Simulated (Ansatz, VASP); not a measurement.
Two plane-wave programs on PbS

Contents of INCAR:

```
SYSTEM = PbS
PREC = Accurate
ENCUT = 520
EDIFF = 1E-6
ISMEAR = 0
SIGMA = 0.02
LREAL = .False.
LASPH = .True.
NELM = 150
ALGO = Normal
ISIF = 2
LWAVE = .False.
LCHARG = .True.
ISPIN = 2
MAGMOM = 0.5 0
LORBIT = 11
GGA = PE
LELF = .True.
LVHAR = .True.
NBANDS = 21
```

File KPOINTS:

```
Automatic mesh
0
Gamma
  8 8 8
  0 0 0
```

The input POSCAR:

```
PbS
1.0
    0.0000000000      2.9657500000      2.9657500000
    2.9657500000      0.0000000000      2.9657500000
    2.9657500000      2.9657500000      0.0000000000
Pb S
1 1
Direct
    0.0000000000      0.0000000000      0.0000000000
    0.5000000000      0.5000000000      0.5000000000
```

File input.yaml:

```yaml
crystal:
  lattice:
    - [0.0, 2.96575, 2.96575]
    - [2.96575, 0.0, 2.96575]
    - [2.96575, 2.96575, 0.0]
  atoms:
    - { symbol: Pb, position: [0.0, 0.0, 0.0], spin: 0.5 }
    - { symbol: S, position: [0.5, 0.5, 0.5] }
hamiltonian:
  xc: pbe
  pseudopotentials: { kind: paw, core: small }
magnetization:
  spin_polarized: true
kpoints:
  mp_grid: { grid: [8, 8, 8] }
scf:
  occupations: { method: gaussian, width: 0.02 }
output:
  forces: true
  stress: true
  eigenvalues: true
```

Alike in both runs: task single point; functional PBE; k mesh 8 × 8 × 8; occupations gaussian, width 0.02 eV; collinear spin.

|  | VASP | Ansatz |
| --- | --- | --- |
| version | VASP 6.6.1 | Ansatz 0.2.0 |
| potentials or method | VASP PAW PBE potentials, release 64 (Pb_d, S) | Ansatz PAW |
| plane-wave cutoff (eV) | 520 | 420 |
| valence electrons in the cell | 20 | 20 |

|  | VASP | Ansatz | Ansatz less VASP |
| --- | --- | --- | --- |
| gap on the k mesh at the Fermi level (eV) | 0.36 | 0.36 | -0.007 |
| least direct gap on the mesh (eV) | 0.36 | 0.36 | -0.007 |
| pressure (GPa) | 2.2 | 2.2 | +0.07 |
| net moment per atom (μB) | 0.00 | 0.00 | 0.000 |

With one functional, cell and mesh, what is left measures potentials, basis and numerics.

Spin-orbit coupling is off throughout.
